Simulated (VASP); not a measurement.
# Ni (Im-3m) in VASP: relaxation of cell and atoms with LDA

Aim: the relaxation of cell and atoms of Ni with LDA.

All numbers are computed with VASP 6.6.1; they aren't measurements. Logs are shortened: lines on timing, memory, paths and dates and some standing lists are left out, and cuts for length are marked.

## Step 1: The cell of the first run

Symmetry: Im-3m, No. 229, cubic system. Conventional cell: a = 2.400 Å, b = 2.400 Å, c = 2.400 Å, α = 90.00°, β = 90.00°, γ = 90.00°. Ni (site symmetry m-3m) has 14 Ni at 2.08 to 2.40 Å within 2.8 Å.

This isn't the form of Ni at room conditions, which is fcc.

## Step 2: Relaxation of cell and atoms, LDA, collinear spin, ferromagnetic start, target pressure 230 GPa, at which the enthalpy is minimised

Contents of INCAR:

```
PREC     = Accurate       # precision mode
ENCUT    = 600            # plane-wave cutoff, eV
EDIFF    = 1E-7           # SCF threshold, eV
ISMEAR   = -1             # smearing method
SIGMA    = 0.1            # smearing width, eV
LREAL    = False          # projectors in reciprocal space
LASPH    = True           # aspherical terms in the spheres
NELM     = 150            # most SCF steps
ALGO     = Normal         # electronic algorithm
ISIF     = 3              # what is computed and relaxed
LWAVE    = False          # write WAVECAR
LCHARG   = False          # write CHGCAR
ISPIN    = 2              # spin polarisation
MAGMOM   = 1              # initial moments
LORBIT   = 11             # projections on sites
LMAXMIX  = 4              # l up to which the mixer works
IBRION   = 2              # ionic algorithm
NSW      = 32             # ionic steps
EDIFFG   = -0.005         # ionic threshold
PSTRESS  = 2300.0
```

Contents of KPOINTS:

```
Automatic mesh
0
Gamma
  22 22 22
```

Contents of POSCAR:

```
Ni
1.0
   -1.2001371842      1.2001371842      1.2001371842
    1.2001371842     -1.2001371842      1.2001371842
    1.2001371842      1.2001371842     -1.2001371842
Ni
1
Direct
    0.0000000000      0.0000000000      0.0000000000
```

Potentials or basis: VASP PAW LDA potentials, release 64 (Ni).

Command:

```console
$ cat potpaw_LDA.64/Ni/POTCAR > POTCAR
$ mpirun -np 1 vasp_std > vasp.out
```

OUTCAR:

```text
PREC = Accurate
   ENCUT = 600
   EDIFF = 1E-7
   ISMEAR = -1
   LREAL = False
   LASPH = True
   NELM = 150
   ISIF = 3
   ISPIN = 2
   LORBIT = 11
   IBRION = 2
   NSW = 32
   EDIFFG = -0.005
   PSTRESS = 2300.0

 ion  position               nearest neighbor table
   1  0.000  0.000  0.000-

  LATTYP: Found a body centered cubic cell.
 ALAT       =     2.4002743684

  Lattice vectors:

 A1 = (  -1.2001371842,   1.2001371842,   1.2001371842)
 A2 = (   1.2001371842,  -1.2001371842,   1.2001371842)
 A3 = (   1.2001371842,   1.2001371842,  -1.2001371842)

Analysis of symmetry for initial positions (statically):
=====================================================================
 Subroutine PRICEL returns:
 Original cell was already a primitive cell.

 Routine SETGRP: Setting up the symmetry group for a
 body centered cubic supercell.

 Subroutine GETGRP returns: Found 48 space group operations
 (whereof 48 operations were pure point group operations)
 out of a pool of 48 trial point group operations.

The static configuration has the point symmetry O_h .

Analysis of symmetry for dynamics (positions and initial velocities):
=====================================================================
 Subroutine PRICEL returns:
 Original cell was already a primitive cell.

 Routine SETGRP: Setting up the symmetry group for a
 body centered cubic supercell.

 Subroutine GETGRP returns: Found 48 space group operations
 (whereof 48 operations were pure point group operations)
 out of a pool of 48 trial point group operations.

The dynamic configuration has the point symmetry O_h .

Analysis of structural, dynamic, and magnetic symmetry:
=====================================================================
 Subroutine PRICEL returns:
 Original cell was already a primitive cell.

 Routine SETGRP: Setting up the symmetry group for a
 body centered cubic supercell.

 Subroutine GETGRP returns: Found 48 space group operations
 (whereof 48 operations were pure point group operations)
 out of a pool of 48 trial point group operations.

The overall configuration has the point symmetry O_h .

 Subroutine INISYM returns: Found 48 space group operations
 (whereof 48 operations are pure point group operations),
 and found     1 'primitive' translations

----------------------------------------------------------------------------------------

                                     Primitive cell

  volume of cell :       6.9144

  direct lattice vectors                    reciprocal lattice vectors
    -1.200137184  1.200137184  1.200137184     0.000000000  0.416619039  0.416619039
     1.200137184 -1.200137184  1.200137184     0.416619039  0.000000000  0.416619039
     1.200137184  1.200137184 -1.200137184     0.416619039  0.416619039  0.000000000

  length of vectors
     2.078698579  2.078698579  2.078698579     0.589188295  0.589188295  0.589188295

  position of ions in fractional coordinates (direct lattice)
     0.000000000  0.000000000  0.000000000

  ion indices of the primitive-cell ions
   primitive index   ion index
                 1           1

----------------------------------------------------------------------------------------

 KPOINTS: Automatic mesh

Automatic generation of k-mesh.
 Grid dimensions read from file:
 generate k-points for:   22   22   22

 Generating k-lattice:

  Cartesian coordinates                     Fractional coordinates (reciprocal lattice)
     0.000000000  0.018937229  0.018937229     0.045454545  0.000000000  0.000000000
     0.018937229  0.000000000  0.018937229     0.000000000  0.045454545  0.000000000
     0.018937229  0.018937229  0.000000000     0.000000000  0.000000000  0.045454545

  Length of vectors
     0.026781286  0.026781286  0.026781286

  Shift w.r.t. Gamma in fractional coordinates (k-lattice)
     0.000000000  0.000000000  0.000000000

 Subroutine IBZKPT returns following result:
 ===========================================

 Found    328 irreducible k-points:

 Following reciprocal coordinates:
            Coordinates               Weight
  0.000000  0.000000  0.000000      1.000000
  0.045455  0.000000  0.000000     12.000000
  0.090909  0.000000  0.000000     12.000000
  0.136364  0.000000  0.000000     12.000000
  0.181818  0.000000  0.000000     12.000000
  0.227273  0.000000  0.000000     12.000000
[... 16 lines left out ...]
  0.090909  0.090909  0.000000     24.000000
  0.136364  0.090909  0.000000     48.000000
 [... further k-points ...]
   k-points           NKPTS =    328   k-points in BZ     NKDIM =    328   number of bands    NBANDS=     10
   number of dos      NEDOS =    301   number of ions     NIONS =      1
   total plane-waves  NPLWV =   5832
   dimension x,y,z NGX =    18 NGY =   18 NGZ =   18
   dimension x,y,z NGXF=    36 NGYF=   36 NGZF=   36
   ions per type =               1
   NGX,Y,Z   is equivalent  to a cutoff of  14.40, 14.40, 14.40 a.u.
   NGXF,Y,Z  is equivalent  to a cutoff of  28.79, 28.79, 28.79 a.u.
 SYSTEM =  unknown system
   PREC   = accura    normal or accurate (medium, high low for compatibility)
   ISTART =      0    job   : 0-new  1-cont  2-samecut
   ICHARG =      2    charge: 1-file 2-atom 10-const
   ISPIN  =      2    spin polarized calculation?
   LNONCOLLINEAR =      F non collinear calculations
   LSORBIT =      F    spin-orbit coupling
   LASPH  =      T    aspherical Exc in radial PAW
   ENCUT  =  600.0 eV  44.10 Ry    6.64 a.u.   4.15  4.15  4.15*2*pi/ulx,y,z
   NELM   =    150;   NELMIN=  2; NELMDL= -5     # of ELM steps
   EDIFF  = 0.1E-06   stopping-criterion for ELM
   LREAL  =      F    real-space projection
   EDIFFG = -.5E-02   stopping-criterion for IOM
   NSW    =     32    number of steps for IOM
   IBRION =      2    ionic relax: 0-MD 1-quasi-New 2-CG
   NFREE  =      1    steps in history (QN), initial steepest desc. (CG)
   ISIF   =      3    stress and relaxation
   ISYM   =      2    0-nonsym 1-usesym 2-fastsym
   POTIM  = 0.5000    time-step for ionic-motion
   TEBEG  =    0.0;   TEEND  =   0.0 temperature during run
   PSTRESS= 2300.0 pullay stress
   NELECT =      10.0000    total number of electrons
   NUPDOWN=      -1.0000    fix difference up-down
   EMIN   =  10.00;   EMAX   =-10.00  energy-range for DOS
   EFERMI =   0.00;   METHOD = LEGACY
   ISMEAR =    -1;   SIGMA  =   0.10  broadening in eV -4-tet -1-fermi 0-gaus
   EFERMI_NEDOS =   21; number of points for ismear=-14 and -15
   IALGO  =     38    algorithm
   IMIX   =      4    mixing-type and parameters
     AMIX     =   0.40;   BMIX     =  1.00
     AMIX_MAG =   1.60;   BMIX_MAG =  1.00
  volume/ion in A,a.u.               =       6.91        46.66
  Fermi-wavevector in a.u.,A,eV,Ry     =   1.851359  3.498561 46.634372  3.427530
  Thomas-Fermi vector in A             =   2.901344
   LORBIT       =     11    0 simple, 1 ext, 2 COOP (PROOUT), +10 PAW based schemes
   GGA     = CA    functional components
   LHFCALC =     F    Hartree Fock is set to
   AEXX    =    0.0000 exact exchange contribution
   IVDW    =     0    specifies the selected vdW correction
   LEPSILON=     F    determine dielectric tensor
   LRPA    =     F    only Hartree local field effects (RPA)
 conjugate gradient relaxation of ions
 spin polarized calculation
  energy-cutoff  :      600.00
  volume of cell :        6.91
 maximum number of plane-waves:       238
 NGX is ok and might be reduce to    18
   NGX =  9   NGY =  9   NGZ =  9

 number of electron      10.0000000 magnetization       1.0000000

 number of electron       9.9999993 magnetization       0.0008937

 number of electron       9.9999993 magnetization      -0.0001210

 Free energy of the ion-electron system (eV)
  ---------------------------------------------------
  ext. energy  EPLUGINS =         0.00000000
  ---------------------------------------------------
  free energy    TOTEN  =        -4.93296173 eV

  energy without entropy =       -4.89729792  energy(sigma->0) =       -4.91512983

 E-fermi :  17.2523     XC(G=0): -16.5118

 val. band max:       17.2452216051   @ k =  -0.4091   0.4091   0.3182
 cond. band min:      17.2558468038   @ k =  -0.3636   0.4545   0.1364
 fundamental gap:      0.0106251987
 Fermi energy:        17.2523187216

 spin component 1

 k-point     1 :       0.0000    0.0000    0.0000
  band No.  band energies     occupation
      1       4.8550      1.00000
      2      13.5541      1.00000
      3      13.5541      1.00000
      4      13.5541      1.00000
      5      16.1191      0.99999
      6      16.1191      0.99999
      7      48.1841      0.00000
      8      48.1841      0.00000
      9      48.1841      0.00000
     10      57.3672      0.00000

 k-point     2 :       0.0455    0.0000    0.0000
  band No.  band energies     occupation
      1       4.9776      1.00000
      2      13.5120      1.00000
      3      13.5494      1.00000
      4      13.6307      1.00000
      5      16.0726      0.99999
      6      16.1223      0.99999
      7      47.6947      0.00000
      8      48.1054      0.00000
      9      48.2139      0.00000
     10      56.9028      0.00000

 k-point     3 :       0.0909    0.0000    0.0000
  band No.  band energies     occupation
      1       5.3392      1.00000
      2      13.3903      1.00000
      3      13.5282      1.00000
      4      13.8566      1.00000
      5      15.9525      1.00000
      6      16.1326      0.99999
      7      46.3833      0.00000
      8      47.7980      0.00000
      9      48.2974      0.00000
     10      56.1509      0.00000
[... 248 lines left out ...]
 k-point    23 :       0.0909    0.0909    0.0000
  band No.  band energies     occupation
      1       6.2562      1.00000
      2      13.1839      1.00000
      3      13.2964      1.00000
      4      14.4911      1.00000
      5      15.7011      1.00000
      6      16.2077      0.99997
      7      44.0305      0.00000
      8      45.6948      0.00000
      9      49.0453      0.00000
     10      53.8666      0.00000

 k-point    24 :       0.1364    0.0909    0.0000
  band No.  band energies     occupation
      1       6.9953      1.00000
      2      12.9727      1.00000
      3      13.1529      1.00000
      4      15.0072      1.00000
      5      15.5902      1.00000
      6      16.2743      0.99994
      7      42.1623      0.00000
      8      44.3589      0.00000
      9      49.3278      0.00000
     10      51.8485      0.00000

 [... further k-points ...]

 spin component 2

 k-point     1 :       0.0000    0.0000    0.0000
  band No.  band energies     occupation
      1       4.8549      1.00000
      2      13.5540      1.00000
      3      13.5540      1.00000
      4      13.5540      1.00000
      5      16.1190      0.99999
      6      16.1190      0.99999
      7      48.1841      0.00000
      8      48.1841      0.00000
      9      48.1841      0.00000
     10      57.3672      0.00000

 k-point     2 :       0.0455    0.0000    0.0000
  band No.  band energies     occupation
      1       4.9776      1.00000
      2      13.5120      1.00000
      3      13.5493      1.00000
      4      13.6306      1.00000
      5      16.0725      0.99999
      6      16.1222      0.99999
      7      47.6947      0.00000
      8      48.1054      0.00000
      9      48.2139      0.00000
     10      56.9028      0.00000

 k-point     3 :       0.0909    0.0000    0.0000
  band No.  band energies     occupation
      1       5.3392      1.00000
      2      13.3902      1.00000
      3      13.5281      1.00000
      4      13.8565      1.00000
      5      15.9524      1.00000
      6      16.1325      0.99999
      7      46.3833      0.00000
      8      47.7980      0.00000
      9      48.2974      0.00000
     10      56.1509      0.00000
[... 248 lines left out ...]
 k-point    23 :       0.0909    0.0909    0.0000
  band No.  band energies     occupation
      1       6.2562      1.00000
      2      13.1838      1.00000
      3      13.2963      1.00000
      4      14.4910      1.00000
      5      15.7010      1.00000
      6      16.2076      0.99997
      7      44.0305      0.00000
      8      45.6948      0.00000
      9      49.0453      0.00000
     10      53.8665      0.00000

 k-point    24 :       0.1364    0.0909    0.0000
  band No.  band energies     occupation
      1       6.9953      1.00000
      2      12.9726      1.00000
      3      13.1528      1.00000
      4      15.0071      1.00000
      5      15.5901      1.00000
      6      16.2742      0.99994
      7      42.1623      0.00000
      8      44.3589      0.00000
      9      49.3278      0.00000
     10      51.8484      0.00000

 [... further k-points ...]
[... 5 lines left out ...]
  --------------------------------------------------------------------------------------
  -------------------------------------------------------------------------------------
  Total        9.9257932      9.9257932      9.9257932      0.0000000      0.0000000      0.0000000
  in kB     2299.9751197   2299.9751197   2299.9751197      0.0000000      0.0000000      0.0000000
  external PRESSURE =      -0.0248803 kB  Pullay stress =    2300.0000000 kB

 VOLUME and BASIS-vectors are now :
 -----------------------------------------------------------------------------
  energy-cutoff  :      600.00
  volume of cell :        6.91
      direct lattice vectors                 reciprocal lattice vectors
    -1.200137184  1.200137184  1.200137184     0.000000000  0.416619039  0.416619039
     1.200137184 -1.200137184  1.200137184     0.416619039  0.000000000  0.416619039
     1.200137184  1.200137184 -1.200137184     0.416619039  0.416619039  0.000000000

 POSITION                                       TOTAL-FORCE (eV/Angst)
 -----------------------------------------------------------------------------------
      0.00000      0.00000      0.00000        -0.000000     -0.000000      0.000000
 -----------------------------------------------------------------------------------
    total drift:                                0.000000      0.000000      0.000000

  FREE ENERGIE OF THE ION-ELECTRON SYSTEM (eV)
  ---------------------------------------------------
  free  energy   TOTEN  =        -4.9329617321 eV

  energy  without entropy=       -4.8972979238  energy(sigma->0) =       -4.91512983

  enthalpy is  TOTEN    =         4.9929388374 eV   P V=        9.9259005694

 reached required accuracy - stopping structural energy minimisation

 total charge

# of ion       s       p       d       tot
------------------------------------------
    1        0.749   1.052   8.783  10.584

 magnetization (x)

# of ion       s       p       d       tot
------------------------------------------
    1       -0.000   0.000  -0.000  -0.000
```

It took 77 s on 1 thread of Intel Xeon 8259CL, shared host; peak memory 0.16 GiB.

What came out:

```
Free energy             : -4.9330 eV
Pressure after relaxing : 230.0 GPa
Band gap on the k mesh  : zero (filled and empty bands overlap)
Net moment              : 0.00 μB per cell
```

Final structure:
```xyz
1
Lattice="-1.2001 1.2001 1.2001 1.2001 -1.2001 1.2001 1.2001 1.2001 -1.2001" Properties=species:S:1:pos:R:3 pbc="T T T"
Ni    0.0000    0.0000    0.0000
```

Caveat: the relaxation stopped at its first step, so nothing moved; the cell is relaxed towards a set pressure, so the run minimises the enthalpy, not the energy.
